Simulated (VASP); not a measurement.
A run of VASP 6.6.1:

Contents of INCAR:

```
SYSTEM = Ti
PREC = Accurate
ENCUT = 520
EDIFF = 1E-6
ISMEAR = -1
SIGMA = 0.05
LREAL = .False.
LASPH = .True.
NELM = 80
ALGO = Normal
ISIF = 2
LWAVE = .False.
LCHARG = .False.
GGA = PE
NBANDS = 19
```

The input KPOINTS:

```
regular mesh
0
Gamma
  9 9 5
  0 0 0
```

File POSCAR:

```
Ti
1.0
    2.9598007364      0.0000000000      0.0000000000
   -1.4799003682      2.5632576703      0.0000000000
    0.0000000000      0.0000000000      4.6955482870
Ti
2
Direct
    0.3333333333      0.6666666667      0.2500000000
    0.6666666667      0.3333333333      0.7500000000
```

Potentials or basis: VASP PAW PBE potentials, release 64 (Ti_sv).

Launch:

```bash
$ cat potpaw_PBE.64/Ti_sv/POTCAR > POTCAR
$ mpirun -np 1 vasp_std > vasp.out
```

Hardware: 1 thread of Intel Xeon 8259CL (shared host).

Q: Estimate the wall time of this run.

A: It took 29 s on 1 thread of Intel Xeon 8259CL (shared host), peak memory 0.16 GiB. Counts: scf iterations 13, k points 36.
